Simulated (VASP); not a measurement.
# Mg5NiS6 (P-31m) in VASP: single point with PBE

Aim: the single point of Mg5NiS6 with PBE.

Program: VASP 6.6.1. These are calculated values, not measurements. Logs are shortened: lines on timing, memory, paths and dates and some standing lists are left out, and cuts for length are marked.

## (1) The cell of the first run

The structure is trigonal, space group P-31m (No. 162). Conventional cell: a = 6.286 Å, b = 6.286 Å, c = 6.084 Å, α = 90.00°, β = 90.00°, γ = 120.00°. Within 3.7 Å of Mg (site symmetry 32) lie 6 S at 2.63 Å and 8 Mg at 3.04 to 3.63 Å. Mg (site symmetry -3m) has 6 S at 2.58 Å and 2 Ni at 3.04 Å within 3.4 Å. Mg (site symmetry 32) has 6 S at 2.58 Å and 2 Mg at 3.04 Å within 3.4 Å. Ni (site symmetry -3m) has 6 S at 2.53 Å and 2 Mg at 3.04 Å within 3.3 Å. S (site symmetry m) has 1 Ni at 2.53 Å and 5 Mg at 2.58 to 2.63 Å within 3.3 Å.

## (2) Single point, PBE, collinear spin, ferromagnetic start

The input, INCAR:

```
PREC = Accurate ; ENCUT = 520
EDIFF = 1E-6 ; ISMEAR = 0
SIGMA = 0.1 ; LREAL = F
LASPH = T ; NELM = 150
ALGO = Normal ; ISIF = 2
LWAVE = F ; LCHARG = F
ISPIN = 2 ; MAGMOM = 0 0 0 0 0 1.48 0 0 0 0 0 0
LORBIT = 11 ; LMAXMIX = 4
GGA = PE ; NBANDS = 44
```

The input, KPOINTS:

```
regular mesh
0
Gamma
  3 3 4
```

The input, POSCAR:

```
Mg5NiS6
1.0
    6.2862257000      0.0000000000      0.0000000000
   -3.1431129000      5.4440312000      0.0000000000
    0.0000000000      0.0000000000      6.0841209000
Mg Ni S
5 1 6
Direct
    0.3333333000      0.6666667000      0.0000000000
    0.0000000000      0.0000000000      0.0000000000
    0.6666667000      0.3333333000      0.0000000000
    0.3333333000      0.6666667000      0.5000000000
    0.6666667000      0.3333333000      0.5000000000
    0.0000000000      0.0000000000      0.5000000000
    0.3263820000      0.0000000000      0.2566470000
    0.0000000000      0.3263820000      0.2566470000
    0.6736180000      0.6736180000      0.2566470000
    0.6736180000      0.0000000000      0.7433530000
    0.3263820000      0.3263820000      0.7433530000
    0.0000000000      0.6736180000      0.7433530000
```

Potentials or basis: VASP PAW PBE potentials, release 64 (Mg, Ni, S).

Command:

```console
cat potpaw_PBE.64/Mg/POTCAR potpaw_PBE.64/Ni/POTCAR potpaw_PBE.64/S/POTCAR > POTCAR
mpirun -np 1 vasp_std > vasp.out
```

OUTCAR:

```text
PREC = Accurate
   ENCUT = 520
   EDIFF = 1E-6
   ISMEAR = 0
   LREAL = F
   LASPH = T
   NELM = 150
   ISIF = 2
   ISPIN = 2
   LORBIT = 11
   GGA = PE

 ion  position               nearest neighbor table
   1  0.333  0.667  0.000-  12 2.63   7 2.63  10 2.63   8 2.63   9 2.63  11 2.63   4 3.04   4 3.04
                             3 3.63   2 3.63   3 3.63   2 3.63   2 3.63   3 3.63
   2  0.000  0.000  0.000-   7 2.58  10 2.58   9 2.58  11 2.58   8 2.58  12 2.58   6 3.04   6 3.04
                             1 3.63   3 3.63   3 3.63   1 3.63   3 3.63   1 3.63
   3  0.667  0.333  0.000-   8 2.63  10 2.63   7 2.63  12 2.63  11 2.63   9 2.63   5 3.04   5 3.04
                             1 3.63   2 3.63   1 3.63   2 3.63   2 3.63   1 3.63
   4  0.333  0.667  0.500-  12 2.58   7 2.58  10 2.58   8 2.58   9 2.58  11 2.58   1 3.04   1 3.04
                             5 3.63   5 3.63   5 3.63
   5  0.667  0.333  0.500-   8 2.58  10 2.58   7 2.58  12 2.58  11 2.58   9 2.58   3 3.04   3 3.04
                             4 3.63   4 3.63   4 3.63
   6  0.000  0.000  0.500-   7 2.53  10 2.53   9 2.53  11 2.53   8 2.53  12 2.53   2 3.04   2 3.04

   7  0.326  0.000  0.257-   6 2.53   2 2.58   4 2.58   5 2.58   1 2.63   3 2.63
   8  0.000  0.326  0.257-   6 2.53   2 2.58   5 2.58   4 2.58   3 2.63   1 2.63
   9  0.674  0.674  0.257-   6 2.53   2 2.58   4 2.58   5 2.58   1 2.63   3 2.63
  10  0.674  0.000  0.743-   6 2.53   2 2.58   5 2.58   4 2.58   3 2.63   1 2.63
  11  0.326  0.326  0.743-   6 2.53   2 2.58   5 2.58   4 2.58   3 2.63   1 2.63
  12  0.000  0.674  0.743-   6 2.53   2 2.58   4 2.58   5 2.58   1 2.63   3 2.63

  LATTYP: Found a hexagonal cell.
 ALAT       =     6.2862257000
 C/A-ratio  =     0.9678495794

  Lattice vectors:

 A1 = (   6.2862257000,   0.0000000000,   0.0000000000)
 A2 = (  -3.1431129000,   5.4440312000,   0.0000000000)
 A3 = (   0.0000000000,   0.0000000000,   6.0841209000)

Analysis of symmetry for initial positions (statically):
=====================================================================
 Subroutine PRICEL returns:
 Original cell was already a primitive cell.

 Routine SETGRP: Setting up the symmetry group for a
 hexagonal supercell.

 Subroutine GETGRP returns: Found 12 space group operations
 (whereof 12 operations were pure point group operations)
 out of a pool of 24 trial point group operations.

The static configuration has the point symmetry D_3d.

Analysis of symmetry for dynamics (positions and initial velocities):
=====================================================================
 Subroutine PRICEL returns:
 Original cell was already a primitive cell.

 Routine SETGRP: Setting up the symmetry group for a
 hexagonal supercell.

 Subroutine GETGRP returns: Found 12 space group operations
 (whereof 12 operations were pure point group operations)
 out of a pool of 24 trial point group operations.

The dynamic configuration has the point symmetry D_3d.

Analysis of structural, dynamic, and magnetic symmetry:
=====================================================================
 Subroutine PRICEL returns:
 Original cell was already a primitive cell.

 Routine SETGRP: Setting up the symmetry group for a
 hexagonal supercell.

 Subroutine GETGRP returns: Found 12 space group operations
 (whereof 12 operations were pure point group operations)
 out of a pool of 24 trial point group operations.

The overall configuration has the point symmetry D_3d.

 Subroutine INISYM returns: Found 12 space group operations
 (whereof 12 operations are pure point group operations),
 and found     1 'primitive' translations

----------------------------------------------------------------------------------------

                                     Primitive cell

  volume of cell :     208.2133

  direct lattice vectors                    reciprocal lattice vectors
     6.286225700  0.000000000  0.000000000     0.159077966  0.091843707  0.000000000
    -3.143112900  5.444031200  0.000000000     0.000000000  0.183687412  0.000000000
     0.000000000  0.000000000  6.084120900     0.000000000  0.000000000  0.164362283

  length of vectors
     6.286225700  6.286225768  6.084120900     0.183687414  0.183687412  0.164362283

  position of ions in fractional coordinates (direct lattice)
     0.333333300  0.666666700  0.000000000
     0.000000000  0.000000000  0.000000000
     0.666666700  0.333333300  0.000000000
[... 82 lines left out ...]
   LREAL  =      F    real-space projection
   EDIFFG = 0.1E-04   stopping-criterion for IOM
   NSW    =      0    number of steps for IOM
   IBRION =     -1    ionic relax: 0-MD 1-quasi-New 2-CG
   NFREE  =      0    steps in history (QN), initial steepest desc. (CG)
   ISIF   =      2    stress and relaxation
   ISYM   =      2    0-nonsym 1-usesym 2-fastsym
   POTIM  = 0.5000    time-step for ionic-motion
   TEBEG  =    0.0;   TEEND  =   0.0 temperature during run
   PSTRESS=    0.0 pullay stress
   NELECT =      56.0000    total number of electrons
   NUPDOWN=      -1.0000    fix difference up-down
   EMIN   =  10.00;   EMAX   =-10.00  energy-range for DOS
   EFERMI =   0.00;   METHOD = LEGACY
   ISMEAR =     0;   SIGMA  =   0.10  broadening in eV -4-tet -1-fermi 0-gaus
   EFERMI_NEDOS =   21; number of points for ismear=-14 and -15
   IALGO  =     38    algorithm
   IMIX   =      4    mixing-type and parameters
     AMIX     =   0.40;   BMIX     =  1.00
     AMIX_MAG =   1.60;   BMIX_MAG =  1.00
  volume/ion in A,a.u.               =      17.35       117.09
  Fermi-wavevector in a.u.,A,eV,Ry     =   1.056740  1.996949 15.193610  1.116699
  Thomas-Fermi vector in A             =   2.191987
   LORBIT       =     11    0 simple, 1 ext, 2 COOP (PROOUT), +10 PAW based schemes
   GGA     = PE    functional components
   LHFCALC =     F    Hartree Fock is set to
   AEXX    =    0.0000 exact exchange contribution
   IVDW    =     0    specifies the selected vdW correction
   LEPSILON=     F    determine dielectric tensor
   LRPA    =     F    only Hartree local field effects (RPA)
 spin polarized calculation
 Gauss-broadening in eV      SIGMA  =   0.10
  energy-cutoff  :      520.00
  volume of cell :      208.21
 maximum number of plane-waves:      5640
   NGX = 23   NGY = 23   NGZ = 23

 number of electron      56.0000018 magnetization       1.9999480

 Free energy of the ion-electron system (eV)
  ---------------------------------------------------
  ext. energy  EPLUGINS =         0.00000000
  ---------------------------------------------------
  free energy    TOTEN  =       -51.68907444 eV

  energy without entropy =      -51.68907419  energy(sigma->0) =      -51.68907431

 E-fermi :   4.8025     XC(G=0):  -9.8614

 val. band max:        4.4947340780   @ k =   0.0000   0.0000   0.5000
 cond. band min:       5.1432763480   @ k =   0.3333  -0.0000   0.5000
 fundamental gap:      0.6485422700
 Fermi energy:         4.8024628112

 spin component 1

 k-point     1 :       0.0000    0.0000    0.0000
  band No.  band energies     occupation
      1      -8.8586      1.00000
      2      -7.5923      1.00000
      3      -7.2139      1.00000
      4      -7.2139      1.00000
      5      -7.2030      1.00000
      6      -7.2030      1.00000
[... 419 lines left out ...]
     39      10.2578      0.00000
     40      10.2578      0.00000
 Fermi energy:         4.8024628112

 spin component 2

 k-point     1 :       0.0000    0.0000    0.0000
  band No.  band energies     occupation
      1      -8.7718      1.00000
      2      -7.4969      1.00000
      3      -7.1183      1.00000
      4      -7.1183      1.00000
      5      -7.0953      1.00000
      6      -7.0953      1.00000
[... 419 lines left out ...]
     39      10.3216      0.00000
     40      10.3216      0.00000
 [bands above 40 left out]

------------------------ aborting loop because EDIFF is reached ----------------------------------------

  FORCE on cell =-STRESS in cart. coord.  units (eV):
  Direction    XX          YY          ZZ          XY          YZ          ZX
  --------------------------------------------------------------------------------------
  -------------------------------------------------------------------------------------
  Total       -0.3276121     -0.3276121     -0.3486042      0.0000000      0.0000000      0.0000000
  in kB       -2.5209377     -2.5209378     -2.6824692      0.0000000      0.0000000      0.0000000
  external PRESSURE =      -2.5747816 kB  Pullay stress =       0.0000000 kB

 VOLUME and BASIS-vectors are now :
 -----------------------------------------------------------------------------
  energy-cutoff  :      520.00
  volume of cell :      208.21
      direct lattice vectors                 reciprocal lattice vectors
     6.286225700  0.000000000  0.000000000     0.159077966  0.091843707  0.000000000
    -3.143112900  5.444031200  0.000000000     0.000000000  0.183687412  0.000000000
     0.000000000  0.000000000  6.084120900     0.000000000  0.000000000  0.164362283

 POSITION                                       TOTAL-FORCE (eV/Angst)
 -----------------------------------------------------------------------------------
     -0.00000      3.62935      0.00000        -0.000000     -0.000000      0.000000
      0.00000      0.00000      0.00000        -0.000000     -0.000000      0.000000
      3.14311      1.81468      0.00000        -0.000000     -0.000000      0.000000
     -0.00000      3.62935      3.04206        -0.000000     -0.000000      0.000000
      3.14311      1.81468      3.04206        -0.000000     -0.000000      0.000000
      0.00000      0.00000      3.04206        -0.000000     -0.000000      0.000000
      2.05171      0.00000      1.56147         0.008067     -0.000000     -0.010308
     -1.02586      1.77683      1.56147        -0.004034      0.006987     -0.010308
      2.11726      3.66720      1.56147        -0.004034     -0.006987     -0.010308
      4.23451      0.00000      4.52265        -0.008067     -0.000000      0.010308
      1.02586      1.77683      4.52265         0.004034      0.006987      0.010308
     -2.11726      3.66720      4.52265         0.004034     -0.006987      0.010308
 -----------------------------------------------------------------------------------
    total drift:                               -0.000000      0.000000     -0.000000

  FREE ENERGIE OF THE ION-ELECTRON SYSTEM (eV)
  ---------------------------------------------------
  free  energy   TOTEN  =       -51.6890744428 eV

  energy  without entropy=      -51.6890741871  energy(sigma->0) =      -51.68907431

 total charge

# of ion       s       p       d       tot
------------------------------------------
    1        0.140   0.129   0.039   0.307
    2        0.139   0.136   0.044   0.319
    3        0.140   0.129   0.039   0.307
    4        0.143   0.138   0.044   0.324
    5        0.143   0.138   0.044   0.324
    6        0.317   0.326   8.220   8.863
    7        1.319   2.463   0.000   3.782
    8        1.319   2.463   0.000   3.782
    9        1.319   2.463   0.000   3.782
   10        1.319   2.463   0.000   3.782
   11        1.319   2.463   0.000   3.782
   12        1.319   2.463   0.000   3.782
--------------------------------------------------
tot          8.934  15.775   8.429  33.138

 magnetization (x)

# of ion       s       p       d       tot
------------------------------------------
    1        0.003   0.004   0.002   0.009
    2       -0.000   0.001   0.001   0.001
    3        0.003   0.004   0.002   0.009
    4       -0.000  -0.000   0.000  -0.001
    5       -0.000  -0.000   0.000  -0.001
    6        0.002   0.000   1.310   1.313
    7        0.006   0.060   0.000   0.067
    8        0.006   0.060   0.000   0.067
    9        0.006   0.060   0.000   0.067
   10        0.006   0.060   0.000   0.067
   11        0.006   0.060   0.000   0.067
   12        0.006   0.060   0.000   0.067
--------------------------------------------------
tot          0.045   0.371   1.314   1.730
```

Wall time 3.9 min (1 thread of Intel Xeon Platinum 8488C (Sapphire Rapids), shared host); peak memory 0.47 GiB.

Results:

```
Free energy                                           : -51.6891 eV
Pressure                                              : -0.3 GPa
Largest force                                         : 0.013 eV/Å
Band gap on the k mesh                                : 0.65 eV (least direct gap 0.98 eV)
Net moment                                            : 2.00 μB per cell
Site moments                                          : Mg +0.01, +0.00, -0.00 (each value once); Ni +1.31; S +0.07 μB
Valence electrons inside the program's atomic spheres : Mg 0.31, 0.32 (each value once); Ni 8.86; S 3.78
```

Forces in eV/Å, atoms in the order of the input:
```
Mg   0.000  0.000  0.000
Mg   0.000  0.000  0.000
Mg   0.000  0.000  0.000
Mg   0.000  0.000  0.000
Mg   0.000  0.000  0.000
Ni   0.000  0.000  0.000
S    0.008  0.000 -0.010
S   -0.004  0.007 -0.010
S   -0.004 -0.007 -0.010
S   -0.008  0.000  0.010
S    0.004  0.007  0.010
S    0.004 -0.007  0.010
```

Caveat: semilocal functionals underestimate gaps, and a narrow one can read as zero; a cell with one magnetic atom can't hold antiferromagnetic order, which such compounds often take.
